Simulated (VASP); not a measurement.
# BaTe (P1) in VASP: single point with PBE

Aim: the single point of BaTe with PBE.

Everything below comes from runs of VASP 6.6.1. Logs are shortened: lines on timing, memory, paths and dates and some standing lists are left out, and cuts for length are marked.

## Step 1: The cell of the first run

The typed cell holds 2 atoms: a = 4.223 Å, b = 4.378 Å, c = 4.450 Å, α = 89.68°, β = 89.88°, γ = 92.24°.

## Step 2: Single point, PBE (atoms moved at random and the cell strained at random)

The input, INCAR:

```
SYSTEM = BaTe
PREC     = Accurate       ! precision mode
ENCUT    = 520            ! plane-wave cutoff, eV
EDIFF    = 1E-6           ! SCF threshold, eV
ISMEAR   = 0              ! smearing method
SIGMA    = 0.02           ! smearing width, eV
LREAL    = .False.        ! projectors in reciprocal space
LASPH    = .True.         ! aspherical terms in the spheres
NELM     = 80             ! most SCF steps
ALGO     = Normal         ! electronic algorithm
ISIF     = 2              ! what is computed and relaxed
LWAVE    = .False.        ! write WAVECAR
LCHARG   = .True.         ! write CHGCAR
GGA      = PE             ! functional
LELF     = .True.         ! ELF
LVHAR    = .True.       
NBANDS   = 15             ! bands
```

The input, KPOINTS:

```
Automatic mesh
0
Gamma
  6 6 6
  0 0 0
```

The input, POSCAR:

```
BaTe
1.0
    4.2217594497     -0.0841837035      0.0046460879
   -0.0841837035      4.3767853381      0.0121906528
    0.0046460879      0.0121906528      4.4503555013
Ba Te
1 1
Direct
   -0.0124294247     -0.0057243858     -0.0032938679
    0.5124294247      0.5057243858      0.5032938679
```

Potentials or basis: VASP PAW PBE potentials, release 64 (Ba_sv, Te).

Started as:

```console
$ cat potpaw_PBE.64/Ba_sv/POTCAR potpaw_PBE.64/Te/POTCAR > POTCAR
$ mpirun -np 1 vasp_std > vasp.out
```

OUTCAR:

```text
SYSTEM = BaTe
   PREC = Accurate
   ENCUT = 520
   EDIFF = 1E-6
   ISMEAR = 0
   LREAL = .False.
   LASPH = .True.
   NELM = 80
   ISIF = 2
   GGA = PE

 ion  position               nearest neighbor table
   1  0.988  0.994  0.997-   2 3.63   2 3.64   2 3.77   2 3.78   2 3.81   2 3.83   2 3.84   2 3.86

   2  0.512  0.506  0.503-   1 3.63   1 3.64   1 3.77   1 3.78   1 3.81   1 3.83   1 3.84   1 3.86

  LATTYP: Found a triclinic cell.
 ALAT       =     7.6230819079
 B/A-ratio  =     0.5838025456
 C/A-ratio  =     0.5539231118
 COS(alpha) =     0.0020894436
 COS(beta)  =     0.5776287344
 COS(gamma) =     0.5817995629

  Lattice vectors:

 A1 = (  -4.3105892411,   4.4487783888,  -4.4428109364)
 A2 = (  -0.0046460879,  -0.0121906528,  -4.4503555013)
 A3 = (  -4.2217594497,   0.0841837035,  -0.0046460879)

Analysis of symmetry for initial positions (statically):
=====================================================================
 Subroutine PRICEL returns:
 Original cell was already a primitive cell.

 Routine SETGRP: Setting up the symmetry group for a
 triclinic supercell.

 Subroutine GETGRP returns: Found  1 space group operations
 (whereof  1 operations were pure point group operations)
 out of a pool of  2 trial point group operations.

The static configuration has the point symmetry C_1 .

Analysis of symmetry for dynamics (positions and initial velocities):
=====================================================================
 Subroutine PRICEL returns:
 Original cell was already a primitive cell.

 Routine SETGRP: Setting up the symmetry group for a
 triclinic supercell.

 Subroutine GETGRP returns: Found  1 space group operations
 (whereof  1 operations were pure point group operations)
 out of a pool of  2 trial point group operations.

The dynamic configuration has the point symmetry C_1 .

 Subroutine INISYM returns: Found  1 space group operations
 (whereof  1 operations are pure point group operations),
 and found     1 'primitive' translations

----------------------------------------------------------------------------------------

                                     Primitive cell

  volume of cell :      82.2002

  direct lattice vectors                    reciprocal lattice vectors
     4.221759450 -0.084183703  0.004646088     0.236959250  0.004558431 -0.000259868
    -0.084183703  4.376785338  0.012190653     0.004558431  0.228567626 -0.000630864
     0.004646088  0.012190653  4.450355501    -0.000259868 -0.000630864  0.224703150

  length of vectors
     4.222601252  4.377611838  4.450374623     0.237003234  0.228613948  0.224704185

  position of ions in fractional coordinates (direct lattice)
     0.987570575  0.994275614  0.996706132
     0.512429425  0.505724386  0.503293868

  ion indices of the primitive-cell ions
   primitive index   ion index
                 1           1
                 2           2

----------------------------------------------------------------------------------------

 KPOINTS: Automatic mesh

Automatic generation of k-mesh.
 Grid dimensions read from file:
 generate k-points for:    6    6    6

 Generating k-lattice:

  Cartesian coordinates                     Fractional coordinates (reciprocal lattice)
     0.039493208  0.000759739 -0.000043311     0.166666667 -0.000000000  0.000000000
     0.000759739  0.038094604 -0.000105144    -0.000000000  0.166666667 -0.000000000
    -0.000043311 -0.000105144  0.037450525    -0.000000000  0.000000000  0.166666667

  Length of vectors
     0.039500539  0.038102325  0.037450698

  Shift w.r.t. Gamma in fractional coordinates (k-lattice)
     0.000000000  0.000000000  0.000000000

 Subroutine IBZKPT returns following result:
 ===========================================

 Found    112 irreducible k-points:

 Following reciprocal coordinates:
            Coordinates               Weight
  0.000000  0.000000  0.000000      1.000000
  0.166667 -0.000000  0.000000      2.000000
  0.333333  0.000000  0.000000      2.000000
  0.500000  0.000000  0.000000      1.000000
 -0.000000  0.166667  0.000000      2.000000
  0.166667  0.166667  0.000000      2.000000
[... 16 lines left out ...]
  0.333333  0.000000  0.166667      2.000000
  0.500000  0.000000  0.166667      2.000000
 [... further k-points ...]
   k-points           NKPTS =    112   k-points in BZ     NKDIM =    112   number of bands    NBANDS=     15
   number of dos      NEDOS =    301   number of ions     NIONS =      2
   total plane-waves  NPLWV =  41472
   dimension x,y,z NGX =    32 NGY =   36 NGZ =   36
   dimension x,y,z NGXF=    64 NGYF=   72 NGZF=   72
   ions per type =               1   1
   NGX,Y,Z   is equivalent  to a cutoff of  12.60, 13.67, 13.45 a.u.
   NGXF,Y,Z  is equivalent  to a cutoff of  25.20, 27.34, 26.90 a.u.
 SYSTEM =  BaTe
   PREC   = accura    normal or accurate (medium, high low for compatibility)
   ISTART =      0    job   : 0-new  1-cont  2-samecut
   ICHARG =      2    charge: 1-file 2-atom 10-const
   ISPIN  =      1    spin polarized calculation?
   LNONCOLLINEAR =      F non collinear calculations
   LSORBIT =      F    spin-orbit coupling
   LASPH  =      T    aspherical Exc in radial PAW
   ENCUT  =  520.0 eV  38.22 Ry    6.18 a.u.   7.85  8.14  8.27*2*pi/ulx,y,z
   NELM   =     80;   NELMIN=  2; NELMDL= -5     # of ELM steps
   EDIFF  = 0.1E-05   stopping-criterion for ELM
   LREAL  =      F    real-space projection
   EDIFFG = 0.1E-04   stopping-criterion for IOM
   NSW    =      0    number of steps for IOM
   IBRION =     -1    ionic relax: 0-MD 1-quasi-New 2-CG
   NFREE  =      0    steps in history (QN), initial steepest desc. (CG)
   ISIF   =      2    stress and relaxation
   ISYM   =      2    0-nonsym 1-usesym 2-fastsym
   POTIM  = 0.5000    time-step for ionic-motion
   TEBEG  =    0.0;   TEEND  =   0.0 temperature during run
   PSTRESS=    0.0 pullay stress
   NELECT =      16.0000    total number of electrons
   NUPDOWN=      -1.0000    fix difference up-down
   EMIN   =  10.00;   EMAX   =-10.00  energy-range for DOS
   EFERMI =   0.00;   METHOD = LEGACY
   ISMEAR =     0;   SIGMA  =   0.02  broadening in eV -4-tet -1-fermi 0-gaus
   EFERMI_NEDOS =   21; number of points for ismear=-14 and -15
   IALGO  =     38    algorithm
   IMIX   =      4    mixing-type and parameters
     AMIX     =   0.40;   BMIX     =  1.00
     AMIX_MAG =   1.60;   BMIX_MAG =  1.00
  volume/ion in A,a.u.               =      41.10       277.36
  Fermi-wavevector in a.u.,A,eV,Ry     =   0.948762  1.792900 12.247269  0.900149
  Thomas-Fermi vector in A             =   2.076981
   LORBIT       =      0    0 simple, 1 ext, 2 COOP (PROOUT), +10 PAW based schemes
   GGA     = PE    functional components
   LHFCALC =     F    Hartree Fock is set to
   AEXX    =    0.0000 exact exchange contribution
   IVDW    =     0    specifies the selected vdW correction
   LEPSILON=     F    determine dielectric tensor
   LRPA    =     F    only Hartree local field effects (RPA)
 non-spin polarized calculation
 Gauss-broadening in eV      SIGMA  =   0.02
  energy-cutoff  :      520.00
  volume of cell :       82.20
 maximum number of plane-waves:      2230
   NGX = 15   NGY = 17   NGZ = 17

 number of electron      16.0000000 magnetization

 Free energy of the ion-electron system (eV)
  ---------------------------------------------------
  ext. energy  EPLUGINS =         0.00000000
  ---------------------------------------------------
  free energy    TOTEN  =        -8.23352263 eV

  energy without entropy =       -8.23352263  energy(sigma->0) =       -8.23352263

 E-fermi :   3.7670     XC(G=0):  -8.5373

 val. band max:        3.5786952914   @ k =   0.0000   0.5000   0.5000
 cond. band min:       4.2681566243   @ k =   0.0000   0.0000   0.0000
 fundamental gap:      0.6894613329
 Fermi energy:         3.7669626017

 k-point     1 :       0.0000    0.0000    0.0000
  band No.  band energies     occupation
      1     -24.8612      2.00000
      2      -9.9077      2.00000
      3      -9.9035      2.00000
      4      -9.8838      2.00000
      5      -6.8111      2.00000
      6       2.8097      2.00000
      7       2.9367      2.00000
      8       3.2087      2.00000
      9       4.2682      0.00000
     10       4.3357      0.00000
     11       5.4609      0.00000
     12       7.5555      0.00000
     13       7.8598      0.00000
     14       7.9083      0.00000
     15      11.3715      0.00000

 k-point     2 :       0.1667   -0.0000    0.0000
  band No.  band energies     occupation
      1     -24.8542      2.00000
      2     -10.0229      2.00000
      3      -9.8948      2.00000
      4      -9.8912      2.00000
      5      -6.6537      2.00000
      6       2.0553      2.00000
      7       2.7136      2.00000
      8       2.8517      2.00000
      9       4.4367      0.00000
     10       5.0002      0.00000
     11       6.5635      0.00000
     12       7.6676      0.00000
     13       7.8555      0.00000
     14       7.9032      0.00000
     15      10.4929      0.00000

 k-point     3 :       0.3333    0.0000    0.0000
  band No.  band energies     occupation
      1     -24.8403      2.00000
      2     -10.2744      2.00000
      3      -9.8688      2.00000
      4      -9.8668      2.00000
      5      -6.3373      2.00000
      6       0.7450      2.00000
      7       2.5136      2.00000
      8       2.6690      2.00000
      9       4.8484      0.00000
     10       6.5601      0.00000
     11       7.8106      0.00000
     12       7.8859      0.00000
     13       8.1050      0.00000
     14       8.1667      0.00000
     15       8.9438      0.00000

 k-point     4 :       0.5000    0.0000    0.0000
  band No.  band energies     occupation
      1     -24.8333      2.00000
      2     -10.3901      2.00000
      3      -9.8559      2.00000
      4      -9.8544      2.00000
      5      -6.1726      2.00000
      6       0.2286      2.00000
      7       2.4119      2.00000
      8       2.5749      2.00000
      9       5.1355      0.00000
     10       7.9414      0.00000
     11       7.9923      0.00000
     12       8.0890      0.00000
     13       8.2995      0.00000
     14       8.4361      0.00000
     15       8.5773      0.00000
[... 307 lines left out ...]
 k-point    22 :       0.1667    0.0000    0.1667
  band No.  band energies     occupation
      1     -24.8506      2.00000
      2     -10.0260      2.00000
      3      -9.9698      2.00000
      4      -9.8834      2.00000
      5      -6.5530      2.00000
      6       1.7362      2.00000
      7       2.3256      2.00000
      8       2.8105      2.00000
      9       4.8343      0.00000
     10       5.5453      0.00000
     11       6.4348      0.00000
     12       7.2502      0.00000
     13       8.2965      0.00000
     14       8.5270      0.00000
     15      10.5978      0.00000

 k-point    23 :       0.3333    0.0000    0.1667
  band No.  band energies     occupation
      1     -24.8368      2.00000
      2     -10.2498      2.00000
      3      -9.9436      2.00000
      4      -9.8603      2.00000
      5      -6.3210      2.00000
      6       0.8999      2.00000
      7       2.1250      2.00000
      8       2.7581      2.00000
      9       5.1320      0.00000
     10       6.5066      0.00000
     11       7.0199      0.00000
     12       7.1352      0.00000
     13       8.2261      0.00000
     14       9.0415      0.00000
     15       9.5901      0.00000

 k-point    24 :       0.5000    0.0000    0.1667
  band No.  band energies     occupation
      1     -24.8298      2.00000
      2     -10.3600      2.00000
      3      -9.9241      2.00000
      4      -9.8487      2.00000
      5      -6.2010      2.00000
      6       0.4639      2.00000
      7       2.1286      2.00000
      8       2.7178      2.00000
      9       5.2342      0.00000
     10       6.9052      0.00000
     11       7.3748      0.00000
     12       7.6382      0.00000
     13       7.9585      0.00000
     14       9.0075      0.00000
     15       9.5705      0.00000

 [... further k-points ...]

------------------------ aborting loop because EDIFF is reached ----------------------------------------

  FORCE on cell =-STRESS in cart. coord.  units (eV):
  Direction    XX          YY          ZZ          XY          YZ          ZX
  --------------------------------------------------------------------------------------
  -------------------------------------------------------------------------------------
  Total        0.2422043     -0.9928177     -1.5423935      0.0681239     -0.0034425      0.0079130
  in kB        4.7208412    -19.3511651    -30.0630339      1.3278128     -0.0670984      0.1542330
  external PRESSURE =     -14.8977860 kB  Pullay stress =       0.0000000 kB

 VOLUME and BASIS-vectors are now :
 -----------------------------------------------------------------------------
  energy-cutoff  :      520.00
  volume of cell :       82.20
      direct lattice vectors                 reciprocal lattice vectors
     4.221759450 -0.084183703  0.004646088     0.236959250  0.004558431 -0.000259868
    -0.084183703  4.376785338  0.012190653     0.004558431  0.228567626 -0.000630864
     0.004646088  0.012190653  4.450355501    -0.000259868 -0.000630864  0.224703150

 POSITION                                       TOTAL-FORCE (eV/Angst)
 -----------------------------------------------------------------------------------
      4.09021      4.28074      4.45241         0.068749      0.048947      0.010974
      2.12312      2.17644      2.24838        -0.068749     -0.048947     -0.010974
 -----------------------------------------------------------------------------------
    total drift:                               -0.000140     -0.000091      0.000129

  FREE ENERGIE OF THE ION-ELECTRON SYSTEM (eV)
  ---------------------------------------------------
  free  energy   TOTEN  =        -8.2335226315 eV

  energy  without entropy=       -8.2335226315  energy(sigma->0) =       -8.23352263
```

Wall time 2 min (1 thread of AMD EPYC 7R43 (Zen 3), shared host); peak memory 0.26 GiB.

What came out:

- Free energy: -8.2335 eV
- Pressure: -1.5 GPa
- Largest force: 0.085 eV/Å
- Band gap on the k mesh: 0.69 eV

Forces on the atoms (eV/Å):
```
Ba   0.069  0.049  0.011
Te  -0.069 -0.049 -0.011
```

Caveat: the cell differs from its parent crystal (atoms moved at random and the cell strained at random); spin-orbit coupling is left out, which moves the levels of the heavy elements. A k mesh can miss the band edges.
